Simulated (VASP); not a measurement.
# TiSi2 (Cm) in VASP: single point with PBE

Aim: the single point of TiSi2 with PBE.

Program: VASP 6.6.1. These are calculated values, not measurements. Logs are shortened: lines on timing, memory, paths and dates and some standing lists are left out, and cuts for length are marked.

### 1 The cell of the first run

The structure is monoclinic, space group Cm (No. 8). The conventional cell has a = 9.094 Å, b = 2.946 Å, c = 3.424 Å, α = 90.00°, β = 112.12°, γ = 90.00°. Ti (site symmetry m) has 10 Si at 2.65 to 2.78 Å and 4 Ti at 2.95 to 3.42 Å within 3.5 Å. Si (site symmetry m) has 7 Si at 2.60 to 2.95 Å and 5 Ti at 2.65 to 2.78 Å within 3.4 Å. Si (site symmetry m) has 7 Si at 2.60 to 2.95 Å and 5 Ti at 2.67 to 2.78 Å within 3.4 Å.

### 2 Single point, PBE (one atom moved)

The input, INCAR:

```
PREC = Accurate
ENCUT = 520
EDIFF = 1E-7
ISMEAR = 0
SIGMA = 0.1
LREAL = F
LASPH = T
NELM = 60
ALGO = Normal
ISIF = 2
LWAVE = F
LCHARG = T
GGA = PE
LELF = T
LVHAR = T
NBANDS = 17
```

The input, KPOINTS:

```
Automatic mesh
0
Gamma
  16 16 16
```

The input, POSCAR:

```
TiSi2
1.0
   -1.4728720000      1.7121300000      4.2120830000
    1.4728720000     -1.7121300000      4.2120830000
    1.4728720000      1.7121300000     -4.2120830000
Ti Si
1 2
Direct
    0.0000000000      0.0000000000      0.0000000000
    0.3430635255      0.3299220000      0.0131415255
    0.6700780000      0.6700780000      0.0000000000
```

Potentials or basis: VASP PAW PBE potentials, release 64 (Ti_sv, Si).

Launch:

```sh
cat potpaw_PBE.64/Ti_sv/POTCAR potpaw_PBE.64/Si/POTCAR > POTCAR
mpirun -np 1 vasp_std > vasp.out
```

OUTCAR:

```text
PREC = Accurate
   ENCUT = 520
   EDIFF = 1E-7
   ISMEAR = 0
   LREAL = F
   LASPH = T
   NELM = 60
   ISIF = 2
   GGA = PE

 ion  position               nearest neighbor table
   1  0.000  0.000  0.000-   2 2.65   2 2.65   3 2.67   3 2.67   3 2.67   3 2.67   2 2.70   2 2.70
                             3 2.78   2 2.78
   2  0.343  0.330  0.013-   3 2.60   3 2.60   1 2.65   1 2.65   3 2.66   3 2.66   1 2.70   1 2.70
                             1 2.78   3 2.87
   3  0.670  0.670  0.000-   2 2.60   2 2.60   2 2.66   2 2.66   1 2.67   1 2.67   1 2.67   1 2.67
                             1 2.78   2 2.87

  LATTYP: Found a body centered orthorhombic cell.
 ALAT       =     2.9457440000
 B/A-ratio  =     1.1624431723
 C/A-ratio  =     2.8597753233

  Lattice vectors:

 A1 = (  -1.4728720000,   1.7121300000,   4.2120830000)
 A2 = (   1.4728720000,  -1.7121300000,   4.2120830000)
 A3 = (   1.4728720000,   1.7121300000,  -4.2120830000)

Analysis of symmetry for initial positions (statically):
=====================================================================
 Subroutine PRICEL returns:
 Original cell was already a primitive cell.

 Routine SETGRP: Setting up the symmetry group for a
 body centered orthorhombic supercell.

 Subroutine GETGRP returns: Found  2 space group operations
 (whereof  2 operations were pure point group operations)
 out of a pool of  8 trial point group operations.

The static configuration has the point symmetry C_1h.

Analysis of symmetry for dynamics (positions and initial velocities):
=====================================================================
 Subroutine PRICEL returns:
 Original cell was already a primitive cell.

 Routine SETGRP: Setting up the symmetry group for a
 body centered orthorhombic supercell.

 Subroutine GETGRP returns: Found  2 space group operations
 (whereof  2 operations were pure point group operations)
 out of a pool of  8 trial point group operations.

The dynamic configuration has the point symmetry C_1h.

 Subroutine INISYM returns: Found  2 space group operations
 (whereof  2 operations are pure point group operations),
 and found     1 'primitive' translations

----------------------------------------------------------------------------------------

                                     Primitive cell

[... 84 lines left out ...]
   ISTART =      0    job   : 0-new  1-cont  2-samecut
   ICHARG =      2    charge: 1-file 2-atom 10-const
   ISPIN  =      1    spin polarized calculation?
   LNONCOLLINEAR =      F non collinear calculations
   LSORBIT =      F    spin-orbit coupling
   LASPH  =      T    aspherical Exc in radial PAW
   ENCUT  =  520.0 eV  38.22 Ry    6.18 a.u.   8.89  8.89  8.89*2*pi/ulx,y,z
   NELM   =     60;   NELMIN=  2; NELMDL= -5     # of ELM steps
   EDIFF  = 0.1E-06   stopping-criterion for ELM
   LREAL  =      F    real-space projection
   EDIFFG = 0.1E-05   stopping-criterion for IOM
   NSW    =      0    number of steps for IOM
   IBRION =     -1    ionic relax: 0-MD 1-quasi-New 2-CG
   NFREE  =      0    steps in history (QN), initial steepest desc. (CG)
   ISIF   =      2    stress and relaxation
   ISYM   =      2    0-nonsym 1-usesym 2-fastsym
   POTIM  = 0.5000    time-step for ionic-motion
   TEBEG  =    0.0;   TEEND  =   0.0 temperature during run
   PSTRESS=    0.0 pullay stress
   NELECT =      20.0000    total number of electrons
   NUPDOWN=      -1.0000    fix difference up-down
   EMIN   =  10.00;   EMAX   =-10.00  energy-range for DOS
   EFERMI =   0.00;   METHOD = LEGACY
   ISMEAR =     0;   SIGMA  =   0.10  broadening in eV -4-tet -1-fermi 0-gaus
   EFERMI_NEDOS =   21; number of points for ismear=-14 and -15
   IALGO  =     38    algorithm
   IMIX   =      4    mixing-type and parameters
     AMIX     =   0.40;   BMIX     =  1.00
     AMIX_MAG =   1.60;   BMIX_MAG =  1.00
  volume/ion in A,a.u.               =      14.16        95.57
  Fermi-wavevector in a.u.,A,eV,Ry     =   1.273499  2.406564 22.065925  1.621800
  Thomas-Fermi vector in A             =   2.406319
   LORBIT       =      0    0 simple, 1 ext, 2 COOP (PROOUT), +10 PAW based schemes
   GGA     = PE    functional components
   LHFCALC =     F    Hartree Fock is set to
   AEXX    =    0.0000 exact exchange contribution
   IVDW    =     0    specifies the selected vdW correction
   LEPSILON=     F    determine dielectric tensor
   LRPA    =     F    only Hartree local field effects (RPA)
 non-spin polarized calculation
 Gauss-broadening in eV      SIGMA  =   0.10
  energy-cutoff  :      520.00
  volume of cell :       42.49
 maximum number of plane-waves:      1172
   NGX = 17   NGY = 17   NGZ = 17

 number of electron      19.9999998 magnetization

 Free energy of the ion-electron system (eV)
  ---------------------------------------------------
  ext. energy  EPLUGINS =         0.00000000
  ---------------------------------------------------
  free energy    TOTEN  =       -19.84682471 eV

  energy without entropy =      -19.83994705  energy(sigma->0) =      -19.84338588

 E-fermi :   9.9884     XC(G=0): -11.6937

 val. band max:        9.9858476034   @ k =   0.1875   0.0625   0.0625
 cond. band min:       9.9885929202   @ k =  -0.3125  -0.4375   0.1875
 fundamental gap:      0.0027453168
 Fermi energy:         9.9884153418

 k-point     1 :       0.0000    0.0000    0.0000
  band No.  band energies     occupation
      1     -46.2768      2.00000
      2     -22.6002      2.00000
      3     -22.5907      2.00000
      4     -22.3318      2.00000
      5      -2.5650      2.00000
      6       5.2535      2.00000
[... 457 lines left out ...]
      4     -22.3428      2.00000
      5      -1.9441      2.00000
      6       4.0369      2.00000
[... 9 lines left out ...]
     16      16.3589      0.00000
     17      17.0996      0.00000

 [... further k-points ...]
[... 5 lines left out ...]
  --------------------------------------------------------------------------------------
  -------------------------------------------------------------------------------------
  Total        0.3314918     -0.0366941     -0.0441569      0.0000000      0.0276449      0.0000000
  in kB       12.5004244     -1.3837209     -1.6651391      0.0000000      1.0424771      0.0000000
  external PRESSURE =       3.1505215 kB  Pullay stress =       0.0000000 kB

 VOLUME and BASIS-vectors are now :
 -----------------------------------------------------------------------------
  energy-cutoff  :      520.00
  volume of cell :       42.49
      direct lattice vectors                 reciprocal lattice vectors
    -1.472872000  1.712130000  4.212083000     0.000000000  0.292033899  0.118706113
     1.472872000 -1.712130000  4.212083000     0.339472812  0.000000000  0.118706113
     1.472872000  1.712130000 -4.212083000     0.339472812  0.292033899  0.000000000

 POSITION                                       TOTAL-FORCE (eV/Angst)
 -----------------------------------------------------------------------------------
      0.00000      0.00000      0.00000         0.000000      0.194597      0.012507
      0.00000      0.04500      2.77932         0.000000     -0.288073     -0.026876
      0.00000      0.00000      5.64485        -0.000000      0.093476      0.014369
 -----------------------------------------------------------------------------------
    total drift:                                0.000000     -0.000005      0.000000

  FREE ENERGIE OF THE ION-ELECTRON SYSTEM (eV)
  ---------------------------------------------------
  free  energy   TOTEN  =       -19.8468247054 eV

  energy  without entropy=      -19.8399470510  energy(sigma->0) =      -19.84338588
```

stdout:

```text
POSCAR found type information on POSCAR TiSi
 POSCAR found :  2 types and       3 ions
 scaLAPACK will be used
 LDA part: xc-table for (Slater+PW92), standard interpolation
 POSCAR, INCAR and KPOINTS ok, starting setup
 FFT: planning ... GRIDC
 FFT: planning ... GRID_SOFT
 FFT: planning ... GRID
 WAVECAR not read
 entering main loop
```

Run time: 13 min. Hardware: 1 thread of AMD EPYC 9R45 (Zen 5), shared host; peak memory 0.79 GiB.

What came out:

```
Free energy            : -19.8468 eV
Pressure               : 0.3 GPa
Largest force          : 0.289 eV/Å
Band gap on the k mesh : zero (band 10 reaches 11.38 eV, above the bottom of band 11 at 8.92 eV)
```

Forces in eV/Å, atoms in the order of the input:
```
Ti   0.000  0.195  0.013
Si   0.000 -0.288 -0.027
Si   0.000  0.093  0.014
```

Levels at points of the mesh, in eV from the Fermi level:
| k point | band 6 | band 7 | band 8 | band 9 | band 10 | band 11 | band 12 | band 13 | band 14 | band 15 |
| --- | --- | --- | --- | --- | --- | --- | --- | --- | --- | --- |
| (0.00, 0.00, 0.00) | -4.73 | -4.14 | -2.13 | -0.62 | 0.77 | 2.04 | 2.41 | 3.16 | 3.77 | 4.08 |
| (0.50, 0.00, 0.00) | -8.98 | -4.33 | -3.82 | -0.66 | 0.99 | 2.05 | 2.57 | 3.55 | 4.02 | 5.35 |
| (0.00, 0.50, 0.50) | -9.23 | -4.32 | -3.66 | -0.69 | 0.94 | 2.06 | 2.58 | 3.48 | 4.06 | 5.67 |
| (0.00, 0.50, 0.00) | -8.12 | -3.60 | -3.38 | -0.92 | -0.42 | 0.98 | 2.80 | 3.37 | 4.01 | 4.23 |
| (0.50, 0.50, 0.00) | -5.26 | -5.08 | -4.63 | -2.88 | -1.29 | -0.64 | 2.73 | 2.90 | 3.13 | 3.49 |
| (0.50, 0.50, 0.50) | -8.83 | -1.34 | -1.20 | -0.34 | 0.46 | 1.99 | 2.43 | 2.51 | 3.68 | 3.81 |

Caveat: the cell differs from its parent crystal (one atom moved).
